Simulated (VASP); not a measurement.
# TePb in VASP: further runs, part 2 of 2

VASP 6.6.1.

## Step 5: Single point, PBEsol

INCAR reads:

```
SYSTEM = TePb
ALGO = Normal
EDIFF = 1E-7
ENCUT = 520
GGA = PS
ISIF = 2
ISMEAR = -1
LASPH = .TRUE.
LCHARG = .FALSE.
LREAL = .FALSE.
LWAVE = .FALSE.
NBANDS = 17
NELM = 100
PREC = Accurate
SIGMA = 0.05
```

KPOINTS reads:

```
k-points
0
G
  6 6 6
  0 0 0
```

POSCAR reads:

```
TePb
1.0
    0.0323100000      3.2310000000      3.2310000000
    3.2310000000      0.0323100000      3.2310000000
    3.2633100000      3.2633100000      0.0000000000
Pb Te
1 1
Direct
    0.0000000000      0.0000000000      0.0000000000
    0.5000000000      0.5000000000      0.5000000000
```

Potentials or basis: VASP PAW PBE potentials, release 64 (Pb_d, Te).

The run is started by

```
$ cat potpaw_PBE.64/Pb_d/POTCAR potpaw_PBE.64/Te/POTCAR > POTCAR
$ mpirun -np 1 vasp_std > vasp.out
```

OUTCAR:

```text
SYSTEM = TePb
   EDIFF = 1E-7
   ENCUT = 520
   GGA = PS
   ISIF = 2
   ISMEAR = -1
   LASPH = .TRUE.
   LREAL = .FALSE.
   NELM = 100
   PREC = Accurate

 ion  position               nearest neighbor table
   1  0.000  0.000  0.000-   2 3.23   2 3.23   2 3.23   2 3.23   2 3.23   2 3.23
   2  0.500  0.500  0.500-   1 3.23   1 3.23   1 3.23   1 3.23   1 3.23   1 3.23

  LATTYP: Found a body centered orthorhombic cell.
 ALAT       =     4.5236307798
 B/A-ratio  =     1.0202020202
 C/A-ratio  =     1.4284985479

  Lattice vectors:

 A1 = (   3.2310000000,   0.0323100000,  -3.2310000000)
 A2 = (  -3.2310000000,  -0.0323100000,  -3.2310000000)
 A3 = (   0.0323100000,   3.2310000000,   3.2310000000)

Analysis of symmetry for initial positions (statically):
=====================================================================
 Subroutine PRICEL returns:
 Original cell was already a primitive cell.

 Routine SETGRP: Setting up the symmetry group for a
 body centered orthorhombic supercell.

 Subroutine GETGRP returns: Found  8 space group operations
 (whereof  8 operations were pure point group operations)
 out of a pool of  8 trial point group operations.

The static configuration has the point symmetry D_2h.

Analysis of symmetry for dynamics (positions and initial velocities):
=====================================================================
 Subroutine PRICEL returns:
 Original cell was already a primitive cell.

 Routine SETGRP: Setting up the symmetry group for a
 body centered orthorhombic supercell.

 Subroutine GETGRP returns: Found  8 space group operations
 (whereof  8 operations were pure point group operations)
 out of a pool of  8 trial point group operations.

The dynamic configuration has the point symmetry D_2h.

 Subroutine INISYM returns: Found  8 space group operations
 (whereof  8 operations are pure point group operations),
[... 112 lines left out ...]
   EFERMI_NEDOS =   21; number of points for ismear=-14 and -15
   IALGO  =     38    algorithm
   IMIX   =      4    mixing-type and parameters
     AMIX     =   0.40;   BMIX     =  1.00
     AMIX_MAG =   1.60;   BMIX_MAG =  1.00
  volume/ion in A,a.u.               =      33.73       227.60
  Fermi-wavevector in a.u.,A,eV,Ry     =   1.091656  2.062930 16.214228  1.191712
  Thomas-Fermi vector in A             =   2.227905
   LORBIT       =      0    0 simple, 1 ext, 2 COOP (PROOUT), +10 PAW based schemes
   GGA     = PS    functional components
   LHFCALC =     F    Hartree Fock is set to
   AEXX    =    0.0000 exact exchange contribution
   IVDW    =     0    specifies the selected vdW correction
   LEPSILON=     F    determine dielectric tensor
   LRPA    =     F    only Hartree local field effects (RPA)
 non-spin polarized calculation
  energy-cutoff  :      520.00
  volume of cell :       67.45
 maximum number of plane-waves:      1832
 NGX is ok and might be reduce to    36

 number of electron      20.0000001 magnetization

 Free energy of the ion-electron system (eV)
  ---------------------------------------------------
  ext. energy  EPLUGINS =         0.00000000
  ---------------------------------------------------
  free energy    TOTEN  =        -8.25822229 eV

  energy without entropy =       -8.25816972  energy(sigma->0) =       -8.25819601

 E-fermi :   5.7913     XC(G=0):  -9.4713

 val. band max:        5.5055530294   @ k =  -0.0000  -0.0000   0.5000
 cond. band min:       6.0734637089   @ k =   0.5000   0.0000   0.0000
 fundamental gap:      0.5679106794
 Fermi energy:         5.7913114103

 k-point     1 :       0.0000    0.0000    0.0000
  band No.  band energies     occupation
      1     -11.1704      2.00000
      2     -11.1698      2.00000
      3     -11.1594      2.00000
      4     -11.1584      2.00000
      5     -11.1583      2.00000
      6      -6.5726      2.00000
[... 457 lines left out ...]
      4     -11.1363      2.00000
      5     -11.1359      2.00000
      6      -4.9665      2.00000
[... 9 lines left out ...]
     16      15.5118      0.00000
     17      16.3186      0.00000

 [... further k-points ...]

------------------------ aborting loop because EDIFF is reached ----------------------------------------

  FORCE on cell =-STRESS in cart. coord.  units (eV):
  Direction    XX          YY          ZZ          XY          YZ          ZX
  --------------------------------------------------------------------------------------
  -------------------------------------------------------------------------------------
  Total       -0.1679713     -0.1679713     -0.1714042     -0.1242369      0.0000000      0.0000000
  in kB       -3.9897739     -3.9897739     -4.0713137     -2.9509622      0.0000000      0.0000000
  external PRESSURE =      -4.0169538 kB  Pullay stress =       0.0000000 kB

 VOLUME and BASIS-vectors are now :
 -----------------------------------------------------------------------------
  energy-cutoff  :      520.00
  volume of cell :       67.45
      direct lattice vectors                 reciprocal lattice vectors
     0.032310000  3.231000000  3.231000000    -0.156313991  0.156313991  0.154750851
     3.231000000  0.032310000  3.231000000     0.156313991 -0.156313991  0.154750851
     3.263310000  3.263310000  0.000000000     0.153218664  0.153218664 -0.154750851

 POSITION                                       TOTAL-FORCE (eV/Angst)
 -----------------------------------------------------------------------------------
      0.00000      0.00000      0.00000         0.000000      0.000000      0.000000
      3.26331      3.26331      3.23100        -0.000000     -0.000000      0.000000
 -----------------------------------------------------------------------------------
    total drift:                               -0.000000      0.000000      0.000000

  FREE ENERGIE OF THE ION-ELECTRON SYSTEM (eV)
  ---------------------------------------------------
  free  energy   TOTEN  =        -8.2582222926 eV

  energy  without entropy=       -8.2581697229  energy(sigma->0) =       -8.25819601
```

OSZICAR:

```text
N       E                     dE             d eps       ncg     rms          rms(c)
DAV:   1     0.150665623496E+03    0.15067E+03   -0.90820E+03  1564   0.113E+03
DAV:   2     0.217810758901E+01   -0.14849E+03   -0.14385E+03  1629   0.291E+02
DAV:   3    -0.810145796705E+01   -0.10280E+02   -0.10224E+02  2015   0.842E+01
DAV:   4    -0.836856300151E+01   -0.26711E+00   -0.26696E+00  1957   0.152E+01
DAV:   5    -0.837947129434E+01   -0.10908E-01   -0.10908E-01  2299   0.277E+00    0.339E+00
DAV:   6    -0.826390059713E+01    0.11557E+00   -0.24665E-01  2261   0.376E+00    0.209E+00
DAV:   7    -0.825795916354E+01    0.59414E-02   -0.73134E-02  2026   0.141E+00    0.882E-01
DAV:   8    -0.825830793300E+01   -0.34877E-03   -0.83724E-03  1914   0.924E-01    0.133E-01
DAV:   9    -0.825822673899E+01    0.81194E-04   -0.11632E-03  2443   0.347E-01    0.521E-02
DAV:  10    -0.825822123666E+01    0.55023E-05   -0.11002E-04  2023   0.925E-02    0.214E-02
DAV:  11    -0.825822271526E+01   -0.14786E-05   -0.29497E-05  2043   0.414E-02    0.163E-02
DAV:  12    -0.825822263578E+01    0.79484E-07   -0.18028E-06  1791   0.878E-03    0.112E-02
DAV:  13    -0.825822229945E+01    0.33633E-06   -0.23709E-07  1844   0.396E-03    0.528E-03
DAV:  14    -0.825822229259E+01    0.68583E-08   -0.34163E-07  1651   0.499E-03
   1 F= -.82582223E+01 E0= -.82581960E+01  d E =-.525697E-04
```

stdout:

```text
POSCAR found type information on POSCAR PbTe
 POSCAR found :  2 types and       2 ions
 scaLAPACK will be used
 -----------------------------------------------------------------------------
|                                                                             |
|                                                                             |
|     You enforced a specific xc type in the INCAR file but a different       |
|     I HOPE YOU KNOW WHAT YOU ARE DOING!                                     |
|                                                                             |
 -----------------------------------------------------------------------------

 LDA part: xc-table for (Slater+PW92), standard interpolation
 POSCAR, INCAR and KPOINTS ok, starting setup
 FFT: planning ... GRIDC
 FFT: planning ... GRID_SOFT
 FFT: planning ... GRID
 WAVECAR not read
 entering main loop
```

Run time: 42 s. Hardware: 1 thread of Intel Xeon 6975P-C, shared host; peak memory 0.23 GiB.

What came out:

- Free energy: -8.2582 eV
- Pressure: -0.4 GPa
- Band gap on the k mesh: 0.57 eV, indirect (least direct gap 0.66 eV)

Levels at points of the mesh, in eV from the valence-band top:
```csv
k point,band 6,band 7,band 8,band 9,band 10,band 11,band 12,band 13,band 14,band 15
"(0.00, 0.00, 0.00)",-12.08,-5.66,-1.46,-1.38,-1.29,3.99,4.01,4.04,5.59,5.72
"(0.50, 0.00, 0.00)",-10.62,-8.62,-0.97,-0.93,-0.09,0.57,1.13,1.19,8.27,9.08
"(0.50, 0.50, 0.00)",-10.39,-7.36,-4.57,-2.94,-2.75,3.17,5.39,5.45,6.64,10.09
"(0.00, 0.00, 0.50)",-10.65,-8.67,-0.91,-0.86,0.00,0.67,1.22,1.28,8.21,8.91
"(0.50, 0.00, 0.50)",-10.39,-7.35,-4.57,-2.85,-2.85,3.17,5.40,5.42,6.64,10.07
```

Caveat: the PAW data sets were made with another functional, which shifts forces and pressure a little; spin-orbit coupling is left out, which moves the levels of the heavy elements. A k mesh can miss the band edges.

## Step 6: Single point, PBEsol

This run uses another cell than the first one, of the same volume but with other edges.

INCAR reads:

```
SYSTEM = TePb
  ALGO = Normal
  EDIFF = 1E-6
  ENCUT = 520
  GGA = PS
  ISIF = 2
  ISMEAR = -1
  LASPH = .True.
  LCHARG = .False.
  LREAL = .False.
  LWAVE = .False.
  NBANDS = 17
  NELM = 100
  PREC = Accurate
  SIGMA = 0.05
```

KPOINTS reads:

```
k-points
0
Gamma
  6 6 6
  0 0 0
```

POSCAR reads:

```
TePb
1.0
    0.0646200000      3.2310000000      3.2310000000
    3.2310000000      0.0646200000      3.2310000000
    3.2956200000      3.2956200000      0.0000000000
Pb Te
1 1
Direct
    0.0000000000      0.0000000000      0.0000000000
    0.5000000000      0.5000000000      0.5000000000
```

Potentials or basis: VASP PAW PBE potentials, release 64 (Pb_d, Te).

The run is started by

```
$ cat potpaw_PBE.64/Pb_d/POTCAR potpaw_PBE.64/Te/POTCAR > POTCAR
$ mpirun -np 1 vasp_std > vasp.out
```

OUTCAR:

```text
SYSTEM = TePb
   EDIFF = 1E-6
   ENCUT = 520
   GGA = PS
   ISIF = 2
   ISMEAR = -1
   LASPH = .True.
   LREAL = .False.
   NELM = 100
   PREC = Accurate

 ion  position               nearest neighbor table
   1  0.000  0.000  0.000-   2 3.23   2 3.23   2 3.23   2 3.23   2 3.23   2 3.23
   2  0.500  0.500  0.500-   1 3.23   1 3.23   1 3.23   1 3.23   1 3.23   1 3.23

  LATTYP: Found a body centered orthorhombic cell.
 ALAT       =     4.4779375396
 B/A-ratio  =     1.0408163265
 C/A-ratio  =     1.4430750636

[... 670 lines left out ...]

  FORCE on cell =-STRESS in cart. coord.  units (eV):
  Direction    XX          YY          ZZ          XY          YZ          ZX
  --------------------------------------------------------------------------------------
  -------------------------------------------------------------------------------------
  Total       -0.1703727     -0.1703727     -0.1840051     -0.2481993      0.0000000      0.0000000
  in kB       -4.0480288     -4.0480288     -4.3719305     -5.8971752      0.0000000      0.0000000
  external PRESSURE =      -4.1559960 kB  Pullay stress =       0.0000000 kB

 VOLUME and BASIS-vectors are now :
 -----------------------------------------------------------------------------
  energy-cutoff  :      520.00
  volume of cell :       67.43
      direct lattice vectors                 reciprocal lattice vectors
     0.064620000  3.231000000  3.231000000    -0.157909032  0.157909032  0.154750851
     3.231000000  0.064620000  3.231000000     0.157909032 -0.157909032  0.154750851
     3.295620000  3.295620000  0.000000000     0.151716521  0.151716521 -0.154750851

 POSITION                                       TOTAL-FORCE (eV/Angst)
 -----------------------------------------------------------------------------------
      0.00000      0.00000      0.00000        -0.000000      0.000000      0.000000
      3.29562      3.29562      3.23100         0.000000     -0.000000      0.000000
 -----------------------------------------------------------------------------------
    total drift:                               -0.000000      0.000000      0.000000

  FREE ENERGIE OF THE ION-ELECTRON SYSTEM (eV)
  ---------------------------------------------------
  free  energy   TOTEN  =        -8.2545373300 eV

  energy  without entropy=       -8.2544243974  energy(sigma->0) =       -8.25448086
```

Run time: 48 s. Hardware: 1 thread of Intel Xeon 6975P-C, shared host; peak memory 0.23 GiB.

Results:

```
Free energy            : -8.2545 eV
Pressure               : -0.4 GPa
Band gap on the k mesh : 0.46 eV, indirect (least direct gap 0.64 eV)
```

Stress tensor (GPa, compression positive):
```
-0.40 -0.59  0.00
-0.59 -0.40  0.00
 0.00  0.00 -0.44
```

Caveat: the PAW data sets were made with another functional, which shifts forces and pressure a little; spin-orbit coupling is left out, which moves the levels of the heavy elements. A k mesh can miss the band edges.

## Step 7: Summary

```csv
level,potentials or basis,spin,cell,k mesh,smearing,gap on the mesh (eV),pressure (GPa)
PBE,"VASP PAW PBE potentials, release 64 (Pb_d, Te)",off,"a = 4.569 Å, angles 60.0°, 2 atoms",7 × 7 × 7,gaussian 0.027 eV,-,2.1
PBE,"VASP PAW PBE potentials, release 64 (Pb_d, Te)",off,"a = 4.569 Å, angles 60.0°, 2 atoms",7 × 7 × 7,gaussian 0.023 eV,-,2.1
LDA,"VASP PAW LDA potentials, release 64 (Pb_d, Te)","non-collinear, zero start, SOC","a = 4.569 Å, angles 60.0°, 2 atoms",5 × 5 × 5,fermi-dirac 0.05 eV,-,-1.8
PBEsol,"VASP PAW PBE potentials, release 64 (Pb_d, Te)",off,"a = 4.569, b = 4.569, c = 4.615 Å, angles 59.7, 59.7, 59.3°, 2 atoms",6 × 6 × 6,fermi-dirac 0.05 eV,0.57,-0.4
PBEsol,"VASP PAW PBE potentials, release 64 (Pb_d, Te)",off,"a = 4.570, b = 4.570, c = 4.661 Å, angles 59.3, 59.3, 58.7°, 2 atoms",6 × 6 × 6,fermi-dirac 0.05 eV,0.46,-0.4
```

Alike in all rows: task single point; cutoff (eV) 520.

Caveats: spin-orbit coupling is left out, which moves the levels of the heavy elements (some runs); the PAW data sets were made with another functional, which shifts forces and pressure a little (some runs).

Total energies depend on the potentials used, so only differences within one code and one set of settings carry meaning.
